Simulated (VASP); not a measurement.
Input of a VASP 6.6.1 run:

Contents of INCAR:

```
ALGO = Normal ; EDIFF = 1E-6
ENCUT = 520 ; GGA = PE
ISIF = 2 ; ISMEAR = -1
IVDW = 12 ; LASPH = True
LCHARG = False ; LREAL = Auto
LWAVE = False ; NBANDS = 47
NELM = 80 ; PREC = Accurate
SIGMA = 0.15
```

Contents of KPOINTS:

```
k-points
0
Gamma
  1 2 1
```

File POSCAR:

```
Al18BH3
1.0
   12.1500000000      0.0000000000      0.0000000000
    0.0000000000      5.7275650000      0.0000000000
    0.0000000000      0.0000000000     16.8637820000
Al B H
18 1 3
Direct
    0.0000000000      0.0000000000      0.0592986793
    0.3333333333      0.0000000000      0.0592986793
    0.6666666667      0.0000000000      0.0592986793
    0.0000000000      0.5000030554      0.0592986793
    0.3333333333      0.5000030554      0.0592986793
    0.6666666667      0.5000030554      0.0592986793
    0.1692427984      0.2500189871      0.1441313698
    0.4996460905      0.2507173642      0.1458925406
    0.8289794239      0.2529696302      0.1410952774
    0.1688641975      0.7504934470      0.1457858030
    0.5005514403      0.7496030163      0.1455841875
    0.8321893004      0.7487300450      0.1448844630
    0.0030288066     -0.0578081611      0.2219727461
    0.3331934156      0.0006110799      0.2367084679
    0.6657366255     -0.0020951312      0.2367143978
    0.0040082305      0.5618268845      0.2168967791
    0.3331604938      0.4993395972      0.2366610289
    0.6661481481      0.5021680243      0.2365009225
    1.0446748971      0.2563916778      0.2865252883
    0.9860740741      0.3508820939      0.3452724899
    0.9396954733      0.1696881659      0.2642111953
    1.0975390947      0.0967426821      0.3280165742
```

Potentials or basis: VASP PAW PBE potentials, release 64 (Al, B, H).

Run with:

```sh
$ cat potpaw_PBE.64/Al/POTCAR potpaw_PBE.64/B/POTCAR potpaw_PBE.64/H/POTCAR > POTCAR
$ mpirun -np 1 vasp_std > vasp.out
```

Question: Estimate the band gap on the k mesh.

Answer: Zero (band 30 reaches -1.29 eV, above the bottom of band 31 at -1.48 eV).

Question: Estimate the dispersion energy per atom.

Answer: -0.151 eV.

Forces on the atoms (eV/Å):
```
Al   0.041  0.016 -0.219
Al  -0.037 -0.291 -0.192
Al  -0.128 -0.147 -0.224
Al  -0.085  0.005 -0.288
Al   0.004  0.258 -0.217
Al  -0.085  0.151 -0.211
Al  -0.151  0.062  0.346
Al   0.110 -0.015  0.277
Al  -0.188  0.055 -0.140
Al   0.872  0.238 -0.534
Al  -0.064  0.036  0.166
Al  -0.553 -0.035 -0.108
Al   0.215  2.811 -0.028
Al   0.145 -0.019  0.112
Al   0.024  0.061  0.109
Al   0.151 -3.838  0.611
Al   0.059  0.022  0.145
Al   0.042 -0.084  0.113
B   -1.459 -0.467  1.975
H    1.007 -0.328 -1.054
H    0.577  0.484  0.439
H   -0.496  1.024 -1.077
```

Caveat: the k points lie up to 0.55 Å⁻¹ apart.
